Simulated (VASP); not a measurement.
# Sc3Al5N8 (Cm) in VASP: a series of runs, part 3 of 3

VASP 6.6.1. Earlier steps stand in the parts before.

### Step 4. Single point, PBEsol

This run uses another cell than the first one, of 12.43 Å³/atom, 1.067 times its volume.

Input file INCAR:

```
SYSTEM = Sc3Al5N8
ALGO = Normal ; EDIFF = 1E-7
ENCUT = 520 ; GGA = PS
ISIF = 2 ; ISMEAR = 0
LASPH = .True. ; LCHARG = .True.
LELF = .True. ; LREAL = Auto
LVHAR = .True. ; LWAVE = .False.
NBANDS = 58 ; NELM = 60
PREC = Accurate ; SIGMA = 0.1
```

Input file KPOINTS:

```
k-points
0
Gamma
  4 3 3
  0 0 0
```

Input file POSCAR:

```
Sc3Al5N8
1.0
    0.0000000000      0.0000000000     -5.2778857600
    3.2985461500      5.7132495300      0.0000000000
    3.2985461500     -5.7132495300      0.0000000000
Sc Al N
3 5 8
Direct
    0.0000000000      0.1666666700      0.3333333300
    0.0000000000      0.1666666700      0.8333333300
    0.5000000000      0.3333333300      0.6666666700
    0.0000000000      0.6666666700      0.3333333300
    0.0000000000      0.6666666700      0.8333333300
    0.5000000000      0.3333333300      0.1666666700
    0.5000000000      0.8333333300      0.6666666700
    0.5000000000      0.8333333300      0.1666666700
    0.6200000000      0.1666666700      0.3333333300
    0.6200000000      0.1666666700      0.8333333300
    0.6200000000      0.6666666700      0.3333333300
    0.6200000000      0.6666666700      0.8333333300
    0.1200000000      0.3333333300      0.6666666700
    0.1200000000      0.3333333300      0.1666666700
    0.1200000000      0.8333333300      0.6666666700
    0.1200000000      0.8333333300      0.1666666700
```

Potentials or basis: VASP PAW PBE potentials, release 64 (Sc_sv, Al, N).

On the command line:

```console
> cat potpaw_PBE.64/Sc_sv/POTCAR potpaw_PBE.64/Al/POTCAR potpaw_PBE.64/N/POTCAR > POTCAR
> mpirun -np 1 vasp_std > vasp.out
```

OUTCAR:

```text
SYSTEM = Sc3Al5N8
   EDIFF = 1E-7
   ENCUT = 520
   GGA = PS
   ISIF = 2
   ISMEAR = 0
   LASPH = .True.
   LREAL = Auto
   NELM = 60
   PREC = Accurate

 ion  position               nearest neighbor table
   1  0.000  0.167  0.333-   9 2.01  14 2.01  13 2.01  16 2.01   6 3.25   6 3.25   8 3.25   3 3.25
                             3 3.25   8 3.25   5 3.30   5 3.30   4 3.30   2 3.30   2 3.30   4 3.30
   2  0.000  0.167  0.833-  10 2.01  13 2.01  14 2.01  15 2.01   3 3.25   3 3.25   7 3.25   6 3.25
                             6 3.25   7 3.25   4 3.30   4 3.30   1 3.30   5 3.30   1 3.30   5 3.30
   3  0.500  0.333  0.667-  13 2.01  10 2.01  12 2.01   9 2.01   2 3.25   2 3.25   5 3.25   1 3.25
                             1 3.25   5 3.25   8 3.30   8 3.30   7 3.30   6 3.30   6 3.30   7 3.30
   4  0.000  0.667  0.333-  11 2.01  16 2.01  15 2.01  14 2.01   8 3.25   8 3.25   6 3.25   6 3.25
                             7 3.25   7 3.25   2 3.30   2 3.30   5 3.30   1 3.30   5 3.30   1 3.30
   5  0.000  0.667  0.833-  12 2.01  15 2.01  13 2.01  16 2.01   7 3.25   7 3.25   8 3.25   3 3.25
                             3 3.25   8 3.25   1 3.30   1 3.30   2 3.30   4 3.30   4 3.30   2 3.30
   6  0.500  0.333  0.167-  14 2.01   9 2.01  11 2.01  10 2.01   1 3.25   1 3.25   4 3.25   2 3.25
                             2 3.25   4 3.25   7 3.30   7 3.30   3 3.30   8 3.30   3 3.30   8 3.30
   7  0.500  0.833  0.667-  15 2.01  12 2.01  10 2.01  11 2.01   5 3.25   5 3.25   2 3.25   2 3.25
                             4 3.25   4 3.25   6 3.30   6 3.30   3 3.30   8 3.30   8 3.30   3 3.30
   8  0.500  0.833  0.167-  16 2.01  11 2.01  12 2.01   9 2.01   4 3.25   4 3.25   5 3.25   1 3.25
                             1 3.25   5 3.25   3 3.30   3 3.30   6 3.30   7 3.30   7 3.30   6 3.30
   9  0.620  0.167  0.333-   1 2.01   6 2.01   3 2.01   8 2.01
  10  0.620  0.167  0.833-   2 2.01   3 2.01   6 2.01   7 2.01
  11  0.620  0.667  0.333-   4 2.01   8 2.01   7 2.01   6 2.01
  12  0.620  0.667  0.833-   5 2.01   7 2.01   3 2.01   8 2.01
  13  0.120  0.333  0.667-   3 2.01   2 2.01   1 2.01   5 2.01
  14  0.120  0.333  0.167-   6 2.01   1 2.01   4 2.01   2 2.01
  15  0.120  0.833  0.667-   7 2.01   5 2.01   2 2.01   4 2.01
  16  0.120  0.833  0.167-   8 2.01   4 2.01   5 2.01   1 2.01

  LATTYP: Found a hexagonal cell.
 ALAT       =     6.5970923061
 C/A-ratio  =     0.8000321225

  Lattice vectors:

 A1 = (   3.2985461500,   5.7132495300,   0.0000000000)
 A2 = (   3.2985461500,  -5.7132495300,   0.0000000000)
 A3 = (   0.0000000000,   0.0000000000,  -5.2778857600)

Analysis of symmetry for initial positions (statically):
=====================================================================
 Subroutine PRICEL returns:
 Original cell was already a primitive cell.

 Routine SETGRP: Setting up the symmetry group for a
 hexagonal supercell.

 Subroutine GETGRP returns: Found  2 space group operations
 (whereof  2 operations were pure point group operations)
 out of a pool of 24 trial point group operations.

The static configuration has the point symmetry C_1h.

Analysis of symmetry for dynamics (positions and initial velocities):
=====================================================================
 Subroutine PRICEL returns:
 Original cell was already a primitive cell.

 Routine SETGRP: Setting up the symmetry group for a
 hexagonal supercell.

 Subroutine GETGRP returns: Found  2 space group operations
 (whereof  2 operations were pure point group operations)
 out of a pool of 24 trial point group operations.

The dynamic configuration has the point symmetry C_1h.

 Subroutine INISYM returns: Found  2 space group operations
 (whereof  2 operations are pure point group operations),
[... 99 lines left out ...]
   dimension x,y,z NGXF=    80 NGYF=  100 NGZF=  100
   ions per type =               3   5   8
   NGX,Y,Z   is equivalent  to a cutoff of  12.60, 12.60, 12.60 a.u.
   NGXF,Y,Z  is equivalent  to a cutoff of  25.20, 25.20, 25.20 a.u.
 SYSTEM =  Sc3Al5N8
   PREC   = accura    normal or accurate (medium, high low for compatibility)
   ISTART =      0    job   : 0-new  1-cont  2-samecut
   ICHARG =      2    charge: 1-file 2-atom 10-const
   ISPIN  =      1    spin polarized calculation?
   LNONCOLLINEAR =      F non collinear calculations
   LSORBIT =      F    spin-orbit coupling
   LASPH  =      T    aspherical Exc in radial PAW
   ENCUT  =  520.0 eV  38.22 Ry    6.18 a.u.   9.81 12.27 12.27*2*pi/ulx,y,z
   NELM   =     60;   NELMIN=  2; NELMDL= -5     # of ELM steps
   EDIFF  = 0.1E-06   stopping-criterion for ELM
   LREAL  =      T    real-space projection
   EDIFFG = 0.1E-05   stopping-criterion for IOM
   NSW    =      0    number of steps for IOM
   IBRION =     -1    ionic relax: 0-MD 1-quasi-New 2-CG
   NFREE  =      0    steps in history (QN), initial steepest desc. (CG)
   ISIF   =      2    stress and relaxation
   ISYM   =      2    0-nonsym 1-usesym 2-fastsym
   POTIM  = 0.5000    time-step for ionic-motion
   TEBEG  =    0.0;   TEEND  =   0.0 temperature during run
   PSTRESS=    0.0 pullay stress
   NELECT =      88.0000    total number of electrons
   NUPDOWN=      -1.0000    fix difference up-down
   EMIN   =  10.00;   EMAX   =-10.00  energy-range for DOS
   EFERMI =   0.00;   METHOD = LEGACY
   ISMEAR =     0;   SIGMA  =   0.10  broadening in eV -4-tet -1-fermi 0-gaus
   EFERMI_NEDOS =   21; number of points for ismear=-14 and -15
   IALGO  =     38    algorithm
   IMIX   =      4    mixing-type and parameters
     AMIX     =   0.40;   BMIX     =  1.00
     AMIX_MAG =   1.60;   BMIX_MAG =  1.00
  volume/ion in A,a.u.               =      12.43        83.90
  Fermi-wavevector in a.u.,A,eV,Ry     =   1.247394  2.357234 21.170569  1.555993
  Thomas-Fermi vector in A             =   2.381529
   LORBIT       =      0    0 simple, 1 ext, 2 COOP (PROOUT), +10 PAW based schemes
   GGA     = PS    functional components
   LHFCALC =     F    Hartree Fock is set to
   AEXX    =    0.0000 exact exchange contribution
   IVDW    =     0    specifies the selected vdW correction
   LEPSILON=     F    determine dielectric tensor
   LRPA    =     F    only Hartree local field effects (RPA)
 non-spin polarized calculation
 Gauss-broadening in eV      SIGMA  =   0.10
  energy-cutoff  :      520.00
  volume of cell :      198.93
 maximum number of plane-waves:      5390
 NGX is ok and might be reduce to    40
   NGX = 19   NGY = 25   NGZ = 25

 number of electron      88.0000004 magnetization

 Free energy of the ion-electron system (eV)
  ---------------------------------------------------
  ext. energy  EPLUGINS =         0.00000000
  ---------------------------------------------------
  free energy    TOTEN  =      -131.61046944 eV

  energy without entropy =     -131.61046944  energy(sigma->0) =     -131.61046944

 E-fermi :   4.5093     XC(G=0): -10.7435

 val. band max:        4.0107611148   @ k =   0.5000   0.0000   0.0000
 cond. band min:       7.2496715164   @ k =   0.0000   0.0000   0.0000
 fundamental gap:      3.2389104015
 Fermi energy:         4.5092618758

 k-point     1 :       0.0000    0.0000    0.0000
  band No.  band energies     occupation
      1     -42.0277      2.00000
      2     -41.9855      2.00000
      3     -41.9780      2.00000
      4     -21.1617      2.00000
      5     -21.1056      2.00000
      6     -21.0122      2.00000
[... 815 lines left out ...]
     55      10.3180      0.00000
     56      10.4347      0.00000
 [bands above 56 left out]

------------------------ aborting loop because EDIFF is reached ----------------------------------------

  FORCE on cell =-STRESS in cart. coord.  units (eV):
  Direction    XX          YY          ZZ          XY          YZ          ZX
  --------------------------------------------------------------------------------------
  -------------------------------------------------------------------------------------
  Total       -5.9846945     -6.2608881     -8.7440959      0.2391907      0.0687586      0.1190935
  in kB      -48.2010868    -50.4255665    -70.4254706      1.9264558      0.5537856      0.9591861
  external PRESSURE =     -56.3507080 kB  Pullay stress =       0.0000000 kB

 VOLUME and BASIS-vectors are now :
 -----------------------------------------------------------------------------
  energy-cutoff  :      520.00
  volume of cell :      198.93
      direct lattice vectors                 reciprocal lattice vectors
     0.000000000  0.000000000 -5.277885760     0.000000000  0.000000000 -0.189469808
     3.298546150  5.713249530  0.000000000     0.151581933  0.087515869  0.000000000
     3.298546150 -5.713249530  0.000000000     0.151581933 -0.087515869  0.000000000

 POSITION                                       TOTAL-FORCE (eV/Angst)
 -----------------------------------------------------------------------------------
      1.64927     -0.95221      0.00000         0.058408      0.260481     -0.461194
      3.29855     -3.80883      0.00000         0.254787     -0.079658     -0.461194
      3.29855     -1.90442     -2.63894         0.188389      0.108766     -0.067302
      3.29855      1.90442      0.00000        -0.187178     -0.108067     -0.278020
      4.94782     -0.95221      0.00000        -0.033059     -0.019087     -0.102497
      1.64927      0.95221     -2.63894        -0.043524     -0.025129      0.164090
[... 8 lines left out ...]
      4.94782      0.95221     -0.63335        -2.066208     -1.151413     -0.709965
      3.29855      3.80883     -0.63335        -2.030257     -1.213682     -0.709965
 -----------------------------------------------------------------------------------
    total drift:                               -0.000064     -0.000082      0.001070

  FREE ENERGIE OF THE ION-ELECTRON SYSTEM (eV)
  ---------------------------------------------------
  free  energy   TOTEN  =      -131.6104694437 eV

  energy  without entropy=     -131.6104694437  energy(sigma->0) =     -131.61046944
```

Run time: 2.9 min. Hardware: 1 thread of Intel Xeon 6975P-C (Granite Rapids), shared host; peak memory 0.35 GiB.

Results:

```
Free energy            : -131.6105 eV
Pressure               : -5.6 GPa
Largest force          : 2.879 eV/Å
Band gap on the k mesh : 3.24 eV, indirect (least direct gap 3.44 eV)
```

Forces in eV/Å, atoms in the order of the input:
```
Sc   0.058  0.260 -0.461
Sc   0.255 -0.080 -0.461
Sc   0.188  0.109 -0.067
Al  -0.187 -0.108 -0.278
Al  -0.033 -0.019 -0.102
Al  -0.044 -0.025  0.164
Al   0.040 -0.195  0.014
Al  -0.149  0.132  0.014
N   -1.973  1.090  1.790
N   -0.042 -2.254  1.790
N    0.041  0.024 -0.029
N    2.047  1.182 -0.724
N    1.887  1.090  1.130
N    2.008  1.159 -1.360
N   -2.066 -1.151 -0.710
N   -2.030 -1.214 -0.710
```

Stress tensor (GPa, compression positive):
```
-4.82  0.19  0.10
 0.19 -5.04  0.06
 0.10  0.06 -7.04
```

Caveat: the PAW data sets were made with another functional, which shifts forces and pressure a little.

### Step 5. Single point, PBEsol

Input file INCAR:

```
SYSTEM = Sc3Al5N8
PREC     = Accurate       ! precision mode
ENCUT    = 520            ! plane-wave cutoff, eV
EDIFF    = 1E-6           ! SCF threshold, eV
ISMEAR   = 0              ! smearing method
SIGMA    = 0.1            ! smearing width, eV
LREAL    = Auto         
LASPH    = .True.         ! aspherical terms in the spheres
NELM     = 80             ! most SCF steps
ALGO     = Normal         ! electronic algorithm
ISIF     = 2              ! what is computed and relaxed
LWAVE    = .False.        ! write WAVECAR
LCHARG   = .False.        ! write CHGCAR
GGA      = PS             ! functional
NBANDS   = 58             ! bands
```

Input file KPOINTS:

```
Automatic mesh
0
Gamma
  4 6 6
  0 0 0
```

Input file POSCAR:

```
Sc3Al5N8
1.0
   -0.0089121255     -0.0051454180     -4.9616109869
    3.3554857084      5.7089837258      0.0111397095
    3.2663820822     -5.6575397232      0.0000000000
Sc Al N
3 5 8
Direct
    0.0170790862      0.1594393879      0.3250195175
    0.0170790862      0.1594393879      0.8344198704
    0.5156555415      0.3468881616      0.6734440808
    0.0075266519      0.6638128357      0.3319064179
    0.0059510090      0.6711280676      0.8355640338
    0.5034658460      0.3390713526      0.1695356763
    0.5056494167      0.8298071386      0.6651428198
    0.5056494167      0.8298071386      0.1646643187
    0.5883992752      0.1566069176      0.3159873593
    0.5883992752      0.1566069176      0.8406195583
    0.6202489696      0.6669820941      0.3334910471
    0.6252435996      0.6942370416      0.8471185208
    0.0889178093      0.3525506748      0.6762753374
    0.1234686075      0.3556948394      0.1778474197
    0.1236332046      0.8089640223      0.6533207112
    0.1236332046      0.8089640223      0.1556433111
```

On the command line:

```console
> cat potpaw_PBE.64/Sc_sv/POTCAR potpaw_PBE.64/Al/POTCAR potpaw_PBE.64/N/POTCAR > POTCAR
> mpirun -np 1 vasp_std > vasp.out
```

Wall time 9.3 min (1 thread of Intel Xeon 6975P-C (Granite Rapids), shared host); peak memory 0.49 GiB.

Results (log left out):

| Item | Value |
| --- | --- |
| Free energy | -133.3882 eV |
| Pressure | 0.0 GPa |
| Largest force | 0.058 eV/Å |
| Band gap on the k mesh | 3.10 eV, indirect (least direct gap 3.19 eV) |

Forces in eV/Å, atoms in the order of the input:
```
Sc  -0.022 -0.008  0.012
Sc  -0.017 -0.015  0.012
Sc   0.013  0.007 -0.023
Al   0.006  0.004 -0.003
Al   0.019  0.011  0.009
Al   0.022  0.013 -0.006
Al  -0.014 -0.015 -0.002
Al  -0.020 -0.004 -0.002
N   -0.038  0.032  0.031
N    0.009 -0.049  0.031
N   -0.007 -0.004 -0.023
N    0.037  0.021 -0.009
N    0.041  0.023  0.028
N    0.020  0.012 -0.020
N   -0.019 -0.023 -0.017
N   -0.029 -0.005 -0.017
```

Stress tensor (GPa, compression positive):
```
 0.08  0.05 -0.01
 0.05  0.02 -0.01
-0.01 -0.01 -0.03
```

Levels at points of the mesh, in eV from the valence-band top:
```tsv
k point	band 42	band 43	band 44	band 45	band 46	band 47
(0.00, 0.00, 0.00)	-0.35	-0.08	-0.01	3.43	3.61	3.67
(0.50, 0.00, 0.00)	-0.65	-0.57	0.00	3.79	4.20	4.22
(0.00, 0.50, 0.00)	-0.25	-0.19	-0.10	3.51	3.52	3.97
(0.50, 0.50, 0.00)	-0.43	-0.37	-0.29	3.98	4.44	4.63
(0.00, 0.00, 0.50)	-0.33	-0.26	-0.16	3.25	3.64	3.80
(0.50, 0.00, 0.50)	-0.44	-0.36	-0.22	3.85	4.09	4.32
```

Caveat: the PAW data sets were made with another functional, which shifts forces and pressure a little. PBEsol gaps usually lie below the measured ones, often by a third to a half.

### Step 6. Overview

| task | cell | k mesh | cutoff (eV) | smearing | gap on the mesh (eV) | pressure (GPa) | largest force (eV/Å) |
| --- | --- | --- | --- | --- | --- | --- | --- |
| single point | a = 4.951, b = 6.624, c = 6.532 Å, angles 119.5, 90.0, 90.2°, 16 atoms | 6 × 4 × 4 | 520 | gaussian 0.02 eV | 3.13 | 0.3 | 0.07 |
| relaxation of cell and atoms | relaxed from a = 4.962, b = 6.622, c = 6.533 Å, angles 119.6, 90.0, 90.2°, 16 atoms | 6 × 4 × 4 | 600 | gaussian 0.02 eV | 3.12 | 0.0 | - |
| single point | a = 5.278, b = 6.597, c = 6.597 Å, angles 120.0, 90.0, 90.0°, 16 atoms | 4 × 3 × 3 | 520 | gaussian 0.1 eV | 3.24 | -5.6 | 2.88 |
| single point | a = 4.962, b = 6.622, c = 6.533 Å, angles 119.6, 90.0, 90.2°, 16 atoms | 4 × 6 × 6 | 520 | gaussian 0.1 eV | 3.10 | 0.0 | 0.06 |

Alike in all rows: level PBEsol; potentials or basis VASP PAW PBE potentials, release 64 (Sc_sv, Al, N); no spin polarisation.

Caveats: the PAW data sets were made with another functional, which shifts forces and pressure a little.

Total energies depend on the potentials used, so only differences within one code and one set of settings carry meaning.
